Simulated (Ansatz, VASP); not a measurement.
# W in VASP and in Ansatz

Contents of INCAR:

```
SYSTEM = W
PREC     = Accurate       ! precision mode
ENCUT    = 400            ! plane-wave cutoff, eV
EDIFF    = 1E-6           ! SCF threshold, eV
ISMEAR   = 1              ! smearing method
SIGMA    = 0.1            ! smearing width, eV
LREAL    = .False.        ! projectors in reciprocal space
LASPH    = .True.         ! aspherical terms in the spheres
NELM     = 120            ! most SCF steps
ALGO     = Normal         ! electronic algorithm
ISIF     = 2              ! what is computed and relaxed
LWAVE    = .False.        ! write WAVECAR
LCHARG   = .True.         ! write CHGCAR
LDIPOL   = .True.       
IDIPOL   = 3            
DIPOL    = 0.5 0.5 0.384
GGA      = PS             ! functional
LELF     = .True.         ! ELF
LVHAR    = .True.       
LVACPOTAV= .True.       
NBANDS   = 51             ! bands
GGA_COMPAT= .False.      
NELMDL   = -8
```

KPOINTS

```
regular mesh
0
Gamma
  10 8 1
  0 0 0
```

File POSCAR:

```
W
1.0
    3.2320792822      0.0000000000      0.0000000000
    0.0000000000      4.5053226358      0.0000000000
    0.0000000000      0.0000000000     23.7612036651
W
6
Direct
    0.0000000000      0.0000000000      0.2945978705
    0.5000000000      0.5000000000      0.2945978705
    0.5000000000      0.9995033324      0.3832828422
    1.0000000000      0.5004966676      0.3832828422
    0.0000000000      1.0053426089      0.4748324205
    0.5000000000      0.4946573911      0.4748324205
```

Input for Ansatz:

```yaml
crystal:
  lattice:
    - [3.2320792822, 0.0, 0.0]
    - [0.0, 4.5053226358, 0.0]
    - [0.0, 0.0, 23.7612036651]
  atoms:
    - { symbol: W, position: [0.0, 0.0, 0.2945978705] }
    - { symbol: W, position: [0.5, 0.5, 0.2945978705] }
    - { symbol: W, position: [0.5, 0.9995033324, 0.3832828422] }
    - { symbol: W, position: [1.0, 0.5004966676, 0.3832828422] }
    - { symbol: W, position: [0.0, 1.0053426089, 0.4748324205] }
    - { symbol: W, position: [0.5, 0.4946573911, 0.4748324205] }
basis:
  ecutwfc: 420
kpoints:
  mp_grid: { grid: [10, 8, 1] }
hamiltonian:
  xc: pbesol
  pseudopotentials: { kind: paw, azcp: { folder: soft_1 } }
scf:
  occupations: { method: methfessel_paxton, width: 0.1 }
  n_extra_bands: 8
  max_iter: 160
output:
  forces: true
  eigenvalues: true
  write_density: true
  write_potential: true
  elf: true
  volumetric_format: npy
efield:
  axis: 3
  dipole_correction: true
```

Alike in both runs: task single point; functional PBEsol; k mesh 10 × 8 × 1; occupations methfessel-paxton of order 1, width 0.1 eV; no spin polarisation.

|  | VASP | Ansatz |
| --- | --- | --- |
| version | VASP 6.6.1 | Ansatz 0.2.0 |
| potentials or method | VASP PAW PBE potentials, release 64 (W_sv), cutoff 400 eV | scalar-relativistic, plane waves, PAW |
| valence electrons in the cell | 84 | 84 |

```csv
,VASP,Ansatz,Ansatz less VASP
gap on the k mesh at the Fermi level (eV),none,none,-
rms of the force components (eV/Å),0.256,0.259,+0.0023
```

VASP's potentials were made for PBE, not for PBEsol, and Ansatz warns of the same on its side. Atom by atom the forces differ by 0.017 eV/Å (rms over components). A gap of «none» marks a metal or a gap that the smearing closes. Ansatz's warnings: xc potential rough in thin density.

Neither program's run includes spin-orbit coupling.
